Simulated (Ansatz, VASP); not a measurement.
# One calculation of MnO, two programs

INCAR

```
PREC     = Accurate       # precision mode
ENCUT    = 520            # plane-wave cutoff, eV
EDIFF    = 1E-6           # SCF threshold, eV
ISMEAR   = 1              # smearing method
SIGMA    = 0.05           # smearing width, eV
LREAL    = False          # projectors in reciprocal space
LASPH    = True           # aspherical terms in the spheres
NELM     = 150            # most SCF steps
ALGO     = Normal         # electronic algorithm
ISIF     = 2              # what is computed and relaxed
LWAVE    = False          # write WAVECAR
LCHARG   = False          # write CHGCAR
ISPIN    = 2              # spin polarisation
MAGMOM   = 2.8 0          # initial moments
LORBIT   = 11             # projections on sites
LMAXMIX  = 4              # l up to which the mixer works
LDAU     = True           # DFT+U
LDAUTYPE = 2            
LDAUL    = 2 -1           # shell
LDAUU    = 3 0            # U, eV
LDAUJ    = 0 0          
LDAUPRINT= 1            
GGA      = CA             # functional
NBANDS   = 20             # bands
```

The input KPOINTS:

```
Automatic mesh
0
Gamma
  6 6 6
```

POSCAR

```
MnO
1.0
    0.0000000000      2.2266988421      2.2266988421
    2.2266988421      0.0000000000      2.2266988421
    2.2266988421      2.2266988421      0.0000000000
Mn O
1 1
Direct
    0.9911200000      0.9884300000      0.0357900000
    0.4665200000      0.5065100000      0.5352000000
```

Input for Ansatz:

```yaml
crystal:
  lattice:
    - [0.0, 2.2266988420958107, 2.2266988420958107]
    - [2.2266988420958107, 0.0, 2.2266988420958107]
    - [2.2266988420958107, 2.2266988420958107, 0.0]
  atoms:
    - { symbol: Mn, position: [0.99112, 0.98843, 0.03579], spin: 2.8 }
    - { symbol: O, position: [0.46652, 0.50651, 0.5352] }
basis:
  ecutwfc: 540.0
  xc_grid: 2
kpoints:
  mp_grid:
    grid: [6, 6, 6]
hamiltonian:
  xc: lda
  hubbard:
    - { species: Mn, l: d, u_eff: 3.0 }
magnetization:
  spin_polarized: true
scf:
  convergence:
    dr2_threshold: 1.0e-09
  occupations:
    method: cold
    width: 0.05
output:
  forces: true
  stress: true
```

Alike in both runs: task single point; functional LDA; k mesh 6 × 6 × 6; collinear spin; Hubbard terms Mn d U = 3.0 eV.

```csv
,VASP,Ansatz
version,VASP 6.6.1,Ansatz 0.2.0
potentials or method,"VASP PAW LDA potentials, release 64 (Mn_pv, O), cutoff 520 eV","plane waves, PAW"
occupations,"methfessel-paxton of order 1, width 0.05 eV","cold, width 0.05 eV"
valence electrons in the cell,19,21
```

```csv
,VASP,Ansatz,Ansatz less VASP
pressure (GPa),-6.1,-4.9,+1.24
"traceless stress, the component that is largest in VASP (GPa)",0.30,0.32,+0.014
rms of the force components (eV/Å),0.110,0.097,-0.0130
net moment per atom (μB),2.50,2.50,0.000
size of the moment on the site where the two differ most (μB),4.55,4.19,-0.369
```

LDA's correlation is that of Perdew and Zunger in VASP and of Perdew and Wang (1992) in Ansatz. Site moments also hang on the region over which each program counts them. The programs project onto different local orbitals, so the same U acts differently, and such runs can settle in different states. Atom by atom the forces differ by 0.013 eV/Å (rms over components). VASP's potentials hold 19 valence electrons a cell and Ansatz's 21, so a difference there can come from the potentials and not from the codes. Ansatz's warnings: filled band counts differ across k points, stability check not made, stress scf threshold loose.

The k mesh is coarse, so the values compare programs but aren't converged.
